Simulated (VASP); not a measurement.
Input of a VASP 6.6.1 run:

File POSCAR:

```
SrO
1.0
    4.2700252748      0.0000000000      0.0000000000
   -2.1350126374      3.6979503628      0.0000000000
    0.0000000000      0.0000000000      5.1444569797
Sr O
2 2
Direct
    0.3333333333      0.6666666667      0.2500000000
    0.6666666667      0.3333333333      0.7500000000
    0.6666666667      0.3333333333      0.2500000000
    0.3333333333      0.6666666667      0.7500000000
```

INCAR.step1

```
  PREC = Accurate
  ENCUT = 520
  ISMEAR = 0
  SIGMA = 0.01
  LREAL = False
  LASPH = True
  NELM = 100
  NBANDS = 24
  GGA = PE
  ALGO = Normal
  EDIFF = 1E-4
  LWAVE = True
  LCHARG = False
```

File INCAR.step2:

```
  PREC = Accurate
  ENCUT = 520
  EDIFF = 1E-7
  ISMEAR = 0
  SIGMA = 0.01
  LREAL = False
  LASPH = True
  NELM = 100
  ALGO = Normal
  ISIF = 2
  LWAVE = False
  LCHARG = False
  METAGGA = R2SCAN
  LMIXTAU = True
  NBANDS = 24
  ISTART = 1
```

KPOINTS

```
Automatic mesh
0
Gamma
  6 6 4
```

Potentials or basis: VASP PAW PBE potentials, release 64 (Sr_sv, O).

The run is started by

```sh
$ cat potpaw_PBE.64/Sr_sv/POTCAR potpaw_PBE.64/O/POTCAR > POTCAR
$ cp INCAR.step1 INCAR
$ mpirun -np 1 vasp_std > vasp.out
$ cp INCAR.step2 INCAR
$ mpirun -np 1 vasp_std > vasp.out
```

Estimate the pressure.

0.5 GPa.

Predict the band gap on the k mesh.

3.02 eV, direct.

Caveat: the PAW data sets were made with another functional, which shifts forces and pressure a little. r2SCAN opens gaps a little over a GGA but as a rule still falls short of measured ones.
